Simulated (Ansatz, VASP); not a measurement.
**Ag2Ir in VASP and in Ansatz**

INCAR

```
SYSTEM = Ag2Ir
PREC = Accurate
ENCUT = 600
EDIFF = 1E-6
ISMEAR = 0
SIGMA = 0.1
LREAL = .False.
LASPH = .True.
NELM = 100
ALGO = Fast
ISIF = 3
LWAVE = .False.
LCHARG = .False.
GGA = PE
IBRION = 2
NSW = 90
EDIFFG = -0.04
```

The input KPOINTS:

```
regular mesh
0
Gamma
  6 6 6
  0 0 0
```

POSCAR

```
Ag2Ir
1.0
    1.7316102747      0.9997456582      5.2299059977
   -1.7316102747      0.9997456582      5.2299059977
    0.0000000000     -1.9994913164      5.2299059977
Ag Ir
2 1
Direct
    0.7500000000      0.7500000000      0.7500000000
    0.2500000000      0.2500000000      0.2500000000
    0.0000000000      0.0000000000      0.0000000000
```

Input for Ansatz:

```yaml
crystal:
  lattice:
    - [1.7316102747, 0.9997456582, 5.2299059977]
    - [-1.7316102747, 0.9997456582, 5.2299059977]
    - [0.0, -1.9994913164, 5.2299059977]
  atoms:
    - { symbol: Ag, position: [0.75, 0.75, 0.75] }
    - { symbol: Ag, position: [0.25, 0.25, 0.25] }
    - { symbol: Ir, position: [0.0, 0.0, 0.0] }
basis:
  ecutwfc: 420
kpoints:
  mp_grid: { grid: [6, 6, 6] }
hamiltonian:
  xc: pbe
scf:
  occupations: { method: gaussian, width: 0.1 }
  lower_state_search: "off"
output:
  forces: true
  stress: true
  eigenvalues: true
relax:
  adjacent_minimum: "off"
  f_tol: 0.04
  max_steps: 70
  cell: { stress_tol: 0.4 }
```

Alike in both runs: task relaxation of cell and atoms; functional PBE; k mesh 6 × 6 × 6; occupations gaussian, width 0.1 eV; no spin polarisation.

```csv
,VASP,Ansatz
version,VASP 6.6.1,Ansatz 0.2.0
potentials or method,"VASP PAW PBE potentials, release 64 (Ag, Ir), cutoff 600 eV","scalar-relativistic, plane waves, PAW"
valence electrons in the cell,31,55
```

Ansatz gave:

| Property | Result |
| --- | --- |
| gap on the k mesh at the Fermi level, each at its own relaxed structure (eV) | none |
| relaxed volume (Å³/atom) | 16.39 |
| relaxed cell length with the largest relative difference (Å) | 7.522 |

Estimate VASP's values.

gap on the k mesh at the Fermi level, each at its own relaxed structure (eV): none; relaxed volume (Å³/atom): 16.35; relaxed cell length with the largest relative difference (Å): 7.511.

A gap of «none» marks a metal or a gap that the smearing closes. VASP's potentials hold 31 valence electrons a cell and Ansatz's 55, so a difference there can come from the potentials and not from the codes.

Neither program's run includes spin-orbit coupling.
